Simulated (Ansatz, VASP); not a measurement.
**Two plane-wave programs on MgO**

File INCAR:

```
PREC = Accurate
ENCUT = 600
EDIFF = 1E-7
ISMEAR = 0
SIGMA = 0.02
LREAL = F
LASPH = T
NELM = 120
ALGO = Normal
ISIF = 3
LWAVE = F
LCHARG = F
GGA = PS
IBRION = 2
NSW = 100
EDIFFG = -0.005
GGA_COMPAT = F
NELMIN = 4
```

The input KPOINTS:

```
regular mesh
0
Gamma
  10 10 10
```

File POSCAR:

```
MgO
1.0
    0.0000000000      2.1066950100      2.1066950100
    2.1066950100      0.0000000000      2.1066950100
    2.1066950100      2.1066950100      0.0000000000
Mg O
1 1
Direct
    0.0000000000      0.0000000000      0.0000000000
    0.5000000000      0.5000000000      0.5000000000
```

Input for Ansatz:

```yaml
crystal:
  lattice:
    - [0.0, 2.10669501, 2.10669501]
    - [2.10669501, 0.0, 2.10669501]
    - [2.10669501, 2.10669501, 0.0]
  atoms:
    - { symbol: Mg, position: [0.0, 0.0, 0.0] }
    - { symbol: O, position: [0.5, 0.5, 0.5] }
basis:
  ecutwfc: 420
kpoints:
  mp_grid: { grid: [10, 10, 10] }
hamiltonian:
  xc: pbesol
scf:
  occupations: { method: gaussian, width: 0.02 }
output:
  forces: true
  stress: true
  eigenvalues: true
relax:
  adjacent_minimum: "off"
  f_tol: 0.005
  max_steps: 80
  cell: { stress_tol: 0.05 }
```

Alike in both runs: task relaxation of cell and atoms; functional PBEsol; k mesh 10 × 10 × 10; occupations gaussian, width 0.02 eV; no spin polarisation.

```csv
,VASP,Ansatz
version,VASP 6.6.1,Ansatz 0.2.0
potentials or method,"VASP PAW PBE potentials, release 64 (Mg, O), cutoff 600 eV","scalar-relativistic, plane waves, PAW"
valence electrons in the cell,8,16
```

```csv
,VASP,Ansatz,Ansatz less VASP
"gap on the k mesh at the Fermi level, each at its own relaxed structure (eV)",4.66,4.62,-0.042
relaxed volume (Å³/atom),9.31,9.35,+0.039
relaxed cell length with the largest relative difference (Å),2.975,2.980,+0.0041
```

VASP's potentials were made for PBE, not for PBEsol. VASP's potentials hold 8 valence electrons a cell and Ansatz's 16, so a difference there can come from the potentials and not from the codes.
